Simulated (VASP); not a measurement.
# Rh (I4/mmm) in VASP: a series of runs

Rh is run at these levels: LDA; tasks: single point.

Program: VASP 6.6.1. These are calculated values, not measurements. Logs are shortened: lines on timing, memory, paths and dates and some standing lists are left out, and cuts for length are marked.

## Step 1: The cell of the first run

The structure is tetragonal, space group I4/mmm (No. 139). The conventional cell has a = 3.204 Å, b = 3.204 Å, c = 2.851 Å, α = 90.00°, β = 90.00°, γ = 90.00°. Rh (site symmetry 4/mmm) has 14 Rh at 2.68 to 3.20 Å within 3.5 Å.

## Step 2: Single point, LDA (14.64 Å³/atom)

INCAR reads:

```
  PREC = Accurate
  ENCUT = 520
  EDIFF = 1E-6
  ISMEAR = 0
  SIGMA = 0.15
  LREAL = False
  LASPH = True
  NELM = 60
  ALGO = Fast
  ISIF = 2
  LWAVE = False
  LCHARG = False
  GGA = CA
  NBANDS = 14
```

KPOINTS reads:

```
regular mesh
0
Gamma
  22 22 22
```

POSCAR reads:

```
Rh
1.0
    0.0000000000      2.2657454737      1.4256070521
    2.2657454737      0.0000000000      1.4256070521
    2.2657454737      2.2657454737      0.0000000000
Rh
1
Direct
    0.0000000000      0.0000000000      0.0000000000
```

Potentials or basis: VASP PAW LDA potentials, release 64 (Rh_pv).

Launch:

```
> cat potpaw_LDA.64/Rh_pv/POTCAR > POTCAR
> mpirun -np 1 vasp_std > vasp.out
```

OUTCAR:

```text
PREC = Accurate
   ENCUT = 520
   EDIFF = 1E-6
   ISMEAR = 0
   LREAL = False
   LASPH = True
   NELM = 60
   ISIF = 2
   GGA = CA

 ion  position               nearest neighbor table
   1  0.000  0.000  0.000-

  LATTYP: Found a body centered tetragonal cell.
 ALAT       =     3.2042479778
 C/A-ratio  =     0.8898231735

  Lattice vectors:

 A1 = (   0.0000000000,  -2.2657454737,  -1.4256070521)
 A2 = (   0.0000000000,   2.2657454737,  -1.4256070521)
 A3 = (   2.2657454737,   0.0000000000,   1.4256070521)

Analysis of symmetry for initial positions (statically):
=====================================================================
 Subroutine PRICEL returns:
 Original cell was already a primitive cell.

 Routine SETGRP: Setting up the symmetry group for a
 body centered tetragonal supercell.

 Subroutine GETGRP returns: Found 16 space group operations
 (whereof 16 operations were pure point group operations)
 out of a pool of 16 trial point group operations.

The static configuration has the point symmetry D_4h.

Analysis of symmetry for dynamics (positions and initial velocities):
=====================================================================
 Subroutine PRICEL returns:
 Original cell was already a primitive cell.

 Routine SETGRP: Setting up the symmetry group for a
 body centered tetragonal supercell.

 Subroutine GETGRP returns: Found 16 space group operations
 (whereof 16 operations were pure point group operations)
 out of a pool of 16 trial point group operations.

The dynamic configuration has the point symmetry D_4h.

 Subroutine INISYM returns: Found 16 space group operations
 (whereof 16 operations are pure point group operations),
 and found     1 'primitive' translations

----------------------------------------------------------------------------------------

                                     Primitive cell

  volume of cell :      14.6370

  direct lattice vectors                    reciprocal lattice vectors
     0.000000000  2.265745474  1.425607052    -0.220677921  0.220677921  0.350727782
     2.265745474  0.000000000  1.425607052     0.220677921 -0.220677921  0.350727782
     2.265745474  2.265745474  0.000000000     0.220677921  0.220677921 -0.350727782

  length of vectors
     2.676930709  2.676930709  3.204247978     0.469475736  0.469475736  0.469475736

  position of ions in fractional coordinates (direct lattice)
     0.000000000  0.000000000  0.000000000

  ion indices of the primitive-cell ions
   primitive index   ion index
                 1           1

----------------------------------------------------------------------------------------

 KPOINTS: regular mesh

Automatic generation of k-mesh.
 Grid dimensions read from file:
 generate k-points for:   22   22   22

 Generating k-lattice:

  Cartesian coordinates                     Fractional coordinates (reciprocal lattice)
    -0.010030815  0.010030815  0.015942172     0.045454545 -0.000000000  0.000000000
     0.010030815 -0.010030815  0.015942172    -0.000000000  0.045454545  0.000000000
     0.010030815  0.010030815 -0.015942172     0.000000000  0.000000000  0.045454545

  Length of vectors
     0.021339806  0.021339806  0.021339806

  Shift w.r.t. Gamma in fractional coordinates (k-lattice)
     0.000000000  0.000000000  0.000000000

 Subroutine IBZKPT returns following result:
 ===========================================

 Found    834 irreducible k-points:

 Following reciprocal coordinates:
            Coordinates               Weight
  0.000000  0.000000  0.000000      1.000000
  0.045455  0.000000  0.000000      8.000000
  0.090909  0.000000  0.000000      8.000000
  0.136364  0.000000  0.000000      8.000000
  0.181818  0.000000  0.000000      8.000000
  0.227273  0.000000  0.000000      8.000000
[... 16 lines left out ...]
  0.500000  0.045455  0.000000      8.000000
 -0.454545  0.045455  0.000000      8.000000
 [... further k-points ...]
   k-points           NKPTS =    834   k-points in BZ     NKDIM =    834   number of bands    NBANDS=     14
   number of dos      NEDOS =    301   number of ions     NIONS =      1
   total plane-waves  NPLWV =   9600
   dimension x,y,z NGX =    20 NGY =   20 NGZ =   24
   dimension x,y,z NGXF=    40 NGYF=   40 NGZF=   48
   ions per type =               1
   NGX,Y,Z   is equivalent  to a cutoff of  12.42, 12.42, 12.45 a.u.
   NGXF,Y,Z  is equivalent  to a cutoff of  24.84, 24.84, 24.90 a.u.
 SYSTEM =  unknown system
   PREC   = accura    normal or accurate (medium, high low for compatibility)
   ISTART =      0    job   : 0-new  1-cont  2-samecut
   ICHARG =      2    charge: 1-file 2-atom 10-const
   ISPIN  =      1    spin polarized calculation?
   LNONCOLLINEAR =      F non collinear calculations
   LSORBIT =      F    spin-orbit coupling
   LASPH  =      T    aspherical Exc in radial PAW
   ENCUT  =  520.0 eV  38.22 Ry    6.18 a.u.   4.98  4.98  5.96*2*pi/ulx,y,z
   NELM   =     60;   NELMIN=  2; NELMDL= -5     # of ELM steps
   EDIFF  = 0.1E-05   stopping-criterion for ELM
   LREAL  =      F    real-space projection
   EDIFFG = 0.1E-04   stopping-criterion for IOM
   NSW    =      0    number of steps for IOM
   IBRION =     -1    ionic relax: 0-MD 1-quasi-New 2-CG
   NFREE  =      0    steps in history (QN), initial steepest desc. (CG)
   ISIF   =      2    stress and relaxation
   ISYM   =      2    0-nonsym 1-usesym 2-fastsym
   POTIM  = 0.5000    time-step for ionic-motion
   TEBEG  =    0.0;   TEEND  =   0.0 temperature during run
   PSTRESS=    0.0 pullay stress
   NELECT =      15.0000    total number of electrons
   NUPDOWN=      -1.0000    fix difference up-down
   EMIN   =  10.00;   EMAX   =-10.00  energy-range for DOS
   EFERMI =   0.00;   METHOD = LEGACY
   ISMEAR =     0;   SIGMA  =   0.15  broadening in eV -4-tet -1-fermi 0-gaus
   EFERMI_NEDOS =   21; number of points for ismear=-14 and -15
   IALGO  =     68    algorithm
   IMIX   =      4    mixing-type and parameters
     AMIX     =   0.40;   BMIX     =  1.00
     AMIX_MAG =   1.60;   BMIX_MAG =  1.00
  volume/ion in A,a.u.               =      14.64        98.78
  Fermi-wavevector in a.u.,A,eV,Ry     =   1.650522  3.119034 37.065287  2.724222
  Thomas-Fermi vector in A             =   2.739457
   LORBIT       =      0    0 simple, 1 ext, 2 COOP (PROOUT), +10 PAW based schemes
   GGA     = CA    functional components
   LHFCALC =     F    Hartree Fock is set to
   AEXX    =    0.0000 exact exchange contribution
   IVDW    =     0    specifies the selected vdW correction
   LEPSILON=     F    determine dielectric tensor
   LRPA    =     F    only Hartree local field effects (RPA)
 non-spin polarized calculation
 RMM-DIIS sequential band-by-band and
 Gauss-broadening in eV      SIGMA  =   0.15
  energy-cutoff  :      520.00
  volume of cell :       14.64
 maximum number of plane-waves:       408
   NGX =  9   NGY =  9   NGZ = 11

 number of electron      14.9999995 magnetization

 Free energy of the ion-electron system (eV)
  ---------------------------------------------------
  ext. energy  EPLUGINS =         0.00000000
  ---------------------------------------------------
  free energy    TOTEN  =        -8.32348773 eV

  energy without entropy =       -8.30183115  energy(sigma->0) =       -8.31265944

 E-fermi :  10.4311     XC(G=0): -13.9430

 val. band max:       10.4306469073   @ k =   0.1364   0.0000   0.0455
 cond. band min:      10.4325083155   @ k =  -0.3182   0.0455   0.3636
 fundamental gap:      0.0018614082
 Fermi energy:        10.4310897698

 k-point     1 :       0.0000    0.0000    0.0000
  band No.  band energies     occupation
      1     -35.4679      2.00000
      2     -35.3033      2.00000
      3     -35.3033      2.00000
      4       3.0173      2.00000
      5       7.1193      2.00000
      6       8.0926      2.00000
      7       8.0926      2.00000
      8       9.1427      2.00000
      9      10.5838      0.14983
     10      28.0456      0.00000
     11      28.0456      0.00000
     12      30.6341      0.00000
     13      31.3170      0.00000
     14      38.3522      0.00000

 k-point     2 :       0.0455    0.0000    0.0000
  band No.  band energies     occupation
      1     -35.4761      2.00000
      2     -35.3089      2.00000
      3     -35.3077      2.00000
      4       3.1053      2.00000
      5       7.1421      2.00000
      6       8.0809      2.00000
      7       8.0951      2.00000
      8       9.1558      2.00000
      9      10.5454      0.28127
     10      28.1238      0.00000
     11      28.1720      0.00000
     12      30.5544      0.00000
     13      31.3168      0.00000
     14      37.1372      0.00000

 k-point     3 :       0.0909    0.0000    0.0000
  band No.  band energies     occupation
      1     -35.5022      2.00000
      2     -35.3229      2.00000
      3     -35.3206      2.00000
      4       3.3630      2.00000
      5       7.1767      2.00000
      6       8.0388      2.00000
      7       8.1392      2.00000
      8       9.2041      2.00000
      9      10.4438      0.90493
     10      28.3226      0.00000
     11      28.5425      0.00000
     12      30.2644      0.00000
     13      31.3162      0.00000
     14      35.9486      0.00000
[... 324 lines left out ...]
 k-point    23 :       0.5000    0.0455    0.0000
  band No.  band energies     occupation
      1     -36.0243      2.00000
      2     -35.5243      2.00000
      3     -35.4080      2.00000
      4       4.9709      2.00000
      5       6.0398      2.00000
      6       9.7168      2.00000
      7      10.4786      0.65453
      8      11.8652      0.00000
      9      12.6300      0.00000
     10      19.7390      0.00000
     11      24.6694      0.00000
     12      27.0998      0.00000
     13      31.3169      0.00000
     14      35.2201      0.00000

 k-point    24 :      -0.4545    0.0455    0.0000
  band No.  band energies     occupation
      1     -36.0073      2.00000
      2     -35.5206      2.00000
      3     -35.4068      2.00000
      4       5.0083      2.00000
      5       6.0783      2.00000
      6       9.7824      2.00000
      7      10.2617      1.88975
      8      11.7561      0.00000
      9      12.2387      0.00000
     10      20.3074      0.00000
     11      24.8195      0.00000
     12      27.2757      0.00000
     13      31.3168      0.00000
     14      35.0223      0.00000

 [... further k-points ...]

------------------------ aborting loop because EDIFF is reached ----------------------------------------

  FORCE on cell =-STRESS in cart. coord.  units (eV):
  Direction    XX          YY          ZZ          XY          YZ          ZX
  --------------------------------------------------------------------------------------
  -------------------------------------------------------------------------------------
  Total       -1.1901177     -1.1901177     -2.7142611      0.0000000      0.0000000     -0.0000000
  in kB     -130.2712085   -130.2712085   -297.1051176      0.0000000      0.0000000     -0.0000000
  external PRESSURE =    -185.8825115 kB  Pullay stress =       0.0000000 kB

 VOLUME and BASIS-vectors are now :
 -----------------------------------------------------------------------------
  energy-cutoff  :      520.00
  volume of cell :       14.64
      direct lattice vectors                 reciprocal lattice vectors
     0.000000000  2.265745474  1.425607052    -0.220677921  0.220677921  0.350727782
     2.265745474  0.000000000  1.425607052     0.220677921 -0.220677921  0.350727782
     2.265745474  2.265745474  0.000000000     0.220677921  0.220677921 -0.350727782

 POSITION                                       TOTAL-FORCE (eV/Angst)
 -----------------------------------------------------------------------------------
      0.00000      0.00000      0.00000         0.000000      0.000000      0.000000
 -----------------------------------------------------------------------------------
    total drift:                                0.000000     -0.000000     -0.000000

  FREE ENERGIE OF THE ION-ELECTRON SYSTEM (eV)
  ---------------------------------------------------
  free  energy   TOTEN  =        -8.3234877318 eV

  energy  without entropy=       -8.3018311534  energy(sigma->0) =       -8.31265944
```

Run time: 3.3 min. Hardware: 1 thread of Intel Xeon 8259CL, shared host; peak memory 0.26 GiB.

Results:

| Property | Result |
| --- | --- |
| Free energy | -8.3235 eV |
| Pressure | -18.6 GPa |
| Band gap on the k mesh | zero (an odd number of electrons rules out a gap without spin polarisation) |

Stress tensor (GPa, compression positive):
```
-13.03   0.00   0.00
  0.00 -13.03   0.00
  0.00   0.00 -29.71
```

Caveat: the stress differs along the axes, from -30 to -13 GPa.

(Continued in part 2 of 3.)
